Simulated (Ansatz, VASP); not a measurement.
KI in VASP and in Ansatz

POSCAR

```
KI
1.0
    0.0000000000      3.9658942500      3.9658942500
    3.9658942500      0.0000000000      3.9658942500
    3.9658942500      3.9658942500      0.0000000000
K I
1 1
Direct
    0.0000000000      0.0000000000      0.0000000000
    0.2500000000      0.2500000000      0.2500000000
```

INCAR.step1

```
ALGO = Normal
EDIFF = 1E-5
ENCUT = 520
GGA = PE
ISIF = 2
ISMEAR = 0
LASPH = True
LCHARG = False
LREAL = False
LWAVE = True
NBANDS = 15
NELM = 100
PREC = Accurate
SIGMA = 0.01
```

The input INCAR.step2:

```
ALGO = Normal
EDIFF = 1E-7
ENCUT = 520
GGA = PE
HFSCREEN = 0.2079
ISIF = 2
ISMEAR = 0
ISTART = 1
LASPH = True
LCHARG = False
LHFCALC = True
LREAL = False
LWAVE = False
NBANDS = 15
NELM = 100
PREC = Accurate
PRECFOCK = Normal
SIGMA = 0.01
```

File KPOINTS:

```
k-points
0
Gamma
  4 4 4
```

Input for Ansatz:

```yaml
crystal:
  lattice:
    - [0.0, 3.96589425, 3.96589425]
    - [3.96589425, 0.0, 3.96589425]
    - [3.96589425, 3.96589425, 0.0]
  atoms:
    - { symbol: K, position: [0.0, 0.0, 0.0] }
    - { symbol: I, position: [0.25, 0.25, 0.25] }
kpoints:
  mp_grid: { grid: [4, 4, 4] }
hamiltonian:
  xc: hse06
scf:
  occupations: { method: fixed }
  n_extra_bands: 4
output:
  forces: true
  stress: true
  eigenvalues: true
  write_density: true
  write_potential: true
  elf: true
  volumetric_format: npy
```

Alike in both runs: task single point; functional HSE06; k mesh 4 × 4 × 4; no spin polarisation.

```csv
,VASP,Ansatz
version,VASP 6.6.1,Ansatz 0.2.0
potentials or method,"VASP PAW PBE potentials, release 64 (K_sv, I)","plane waves, PAW"
plane-wave cutoff (eV),520,420
occupations,"gaussian, width 0.01 eV",fixed
valence electrons in the cell,16,26
```

|  | VASP | Ansatz | Ansatz less VASP |
| --- | --- | --- | --- |
| gap on the k mesh at the Fermi level (eV) | 4.88 | 4.88 | +0.005 |
| pressure (GPa) | 0.1 | 0.1 | -0.01 |

VASP's potentials hold 16 valence electrons a cell and Ansatz's 26, so a difference there can come from the potentials and not from the codes. Ansatz's warnings: stress exchange threshold loose, stress scf threshold loose, xc potential rough in thin density.

Spin-orbit coupling is off throughout.
